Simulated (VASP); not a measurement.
# Zn: single point with LDA

The system is Zn.

```
Zn
1.0
     2.57097    0.00000    0.00000
    -1.28549    2.22653    0.00000
     0.00000    0.00000    4.73619
Zn
2
Direct
  0.33333 0.66667 0.25000
  0.66667 0.33333 0.75000
```

```yaml
Program: VASP 6.6.1
Task: single point
Functional: LDA
Potentials_or_basis: VASP PAW LDA potentials, release 64 (Zn)
Cutoff: 520 eV
k_mesh: 9 × 9 × 4
Occupations: fermi-dirac, width 0.1 eV
Spin: no spin polarisation
```

```json
{
  "Pressure": "0.6 GPa",
  "Band gap on the k mesh": "zero (band 12 reaches 4.64 eV, above the bottom of band 13 at 0.86 eV)"
}
```

Stress tensor (GPa, compression positive):
```
 1.70  0.00  0.00
 0.00  1.70  0.00
 0.00  0.00 -1.72
```

Levels at points of the mesh, in eV from the Fermi level:
| k point | band 8 | band 9 | band 10 | band 11 | band 12 | band 13 | band 14 | band 15 | band 16 | band 17 |
| --- | --- | --- | --- | --- | --- | --- | --- | --- | --- | --- |
| (0.00, 0.00, 0.00) | -7.87 | -7.87 | -7.60 | -7.60 | -4.41 | -3.14 | 14.65 | 18.44 | 18.44 | 18.50 |
| (0.00, 0.00, 0.50) | -8.32 | -7.71 | -7.71 | -7.71 | -7.71 | 4.87 | 4.87 | 19.88 | 19.88 | 19.88 |

Wall time 5.3 s on 1 thread of Intel(R) Xeon(R) 6975P-C (Granite Rapids) (shared host), peak memory 0.13 GiB.
